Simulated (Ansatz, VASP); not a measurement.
**Two plane-wave programs on Si2Ge3**

File INCAR:

```
SYSTEM = Si2Ge3
PREC = Accurate ; ENCUT = 520
EDIFF = 1E-6 ; ISMEAR = 0
SIGMA = 0.1 ; LREAL = .False.
LASPH = .True. ; NELM = 100
ALGO = Normal ; ISIF = 2
LWAVE = .False. ; LCHARG = .False.
GGA = PE ; NBANDS = 33
```

Contents of KPOINTS:

```
regular mesh
0
Gamma
  4 4 4
  0 0 0
```

The input POSCAR:

```
Si2Ge3
1.0
    3.7913843600      0.0000000000      0.0000000000
    0.0000000000      3.7913843600      0.0000000000
    0.0000000000      0.0000000000      5.5842497900
Si Ge
2 3
Direct
    0.0000000000      0.0000000000      0.7211286400
    0.5000000000      0.5000000000      0.2898103300
    0.5000000000      0.0000000000      0.9934612500
    0.0000000000      0.5000000000      0.9934612500
    0.0000000000      0.0000000000      0.2721384500
```

Input for Ansatz:

```yaml
crystal:
  lattice:
    - [3.79138436, 0.0, 0.0]
    - [0.0, 3.79138436, 0.0]
    - [0.0, 0.0, 5.58424979]
  atoms:
    - { symbol: Si, position: [0.0, 0.0, 0.72112864] }
    - { symbol: Si, position: [0.5, 0.5, 0.28981033] }
    - { symbol: Ge, position: [0.5, 0.0, 0.99346125] }
    - { symbol: Ge, position: [0.0, 0.5, 0.99346125] }
    - { symbol: Ge, position: [0.0, 0.0, 0.27213845] }
basis:
  ecutwfc: 420
kpoints:
  mp_grid: { grid: [4, 4, 4] }
hamiltonian:
  xc: pbe
scf:
  occupations: { method: gaussian, width: 0.1 }
  lower_state_search: "off"
output:
  forces: true
  stress: true
  eigenvalues: true
```

Change from the starting cell: species swapped into the Cu3Te2 type (P4mm, No. 99).

Alike in both runs: task single point; functional PBE; k mesh 4 × 4 × 4; occupations gaussian, width 0.1 eV; no spin polarisation.

|  | VASP | Ansatz |
| --- | --- | --- |
| version | VASP 6.6.1 | Ansatz 0.2.0 |
| potentials or method | VASP PAW PBE potentials, release 64 (Si, Ge_d), cutoff 520 eV | scalar-relativistic, plane waves, PAW |
| valence electrons in the cell | 50 | 50 |

VASP gave:

- gap on the k mesh at the Fermi level (eV): none
- rms of the force components (eV/Å): 2.183

Question: Estimate Ansatz's values.

Answer: gap on the k mesh at the Fermi level (eV): none; rms of the force components (eV/Å): 2.176.

Atom by atom the forces differ by 0.009 eV/Å (rms over components). A gap of «none» marks a metal or a gap that the smearing closes.

The k mesh is coarse, so the values compare programs but aren't converged.
